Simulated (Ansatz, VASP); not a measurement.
# Sb: VASP beside Ansatz

File INCAR:

```
  PREC = Accurate
  ENCUT = 500
  EDIFF = 1E-6
  ISMEAR = 1
  SIGMA = 0.05
  LREAL = False
  LASPH = True
  NELM = 120
  ALGO = Normal
  ISIF = 2
  LWAVE = False
  LCHARG = False
  GGA = PE
  NBANDS = 8
  GGA_COMPAT = False
```

Contents of KPOINTS:

```
Automatic mesh
0
Gamma
  9 9 9
```

The input POSCAR:

```
Sb
1.0
   -1.7588321187      1.7588321187      1.7588321187
    1.7588321187     -1.7588321187      1.7588321187
    1.7588321187      1.7588321187     -1.7588321187
Sb
1
Direct
    0.0000000000      0.0000000000      0.0000000000
```

Input for Ansatz:

```yaml
crystal:
  lattice:
    - [-1.7588321186783231, 1.7588321186783231, 1.7588321186783231]
    - [1.7588321186783231, -1.7588321186783231, 1.7588321186783231]
    - [1.7588321186783231, 1.7588321186783231, -1.7588321186783231]
  atoms:
    - { symbol: Sb, position: [0.0, 0.0, 0.0] }
basis:
  ecutwfc: 500.0
kpoints:
  mp_grid:
    grid: [9, 9, 9]
hamiltonian:
  xc: pbe
  pseudopotentials:
    kind: paw
scf:
  occupations:
    method: methfessel_paxton
    width: 0.05
output:
  stress: true
```

Alike in both runs: task single point; functional PBE; k mesh 9 × 9 × 9; occupations methfessel-paxton of order 1, width 0.05 eV; no spin polarisation.

|  | VASP | Ansatz |
| --- | --- | --- |
| version | VASP 6.6.1 | Ansatz 0.2.0 |
| potentials or method | VASP PAW PBE potentials, release 64 (Sb), cutoff 500 eV | plane waves, PAW |
| valence electrons in the cell | 5 | 15 |

```csv
,VASP,Ansatz,Ansatz less VASP
pressure (GPa),23.1,23.2,+0.05
```

With one functional, cell and mesh, what is left measures potentials, basis and numerics. VASP's potentials hold 5 valence electrons a cell and Ansatz's 15, so a difference there can come from the potentials and not from the codes.

Neither program's run includes spin-orbit coupling.
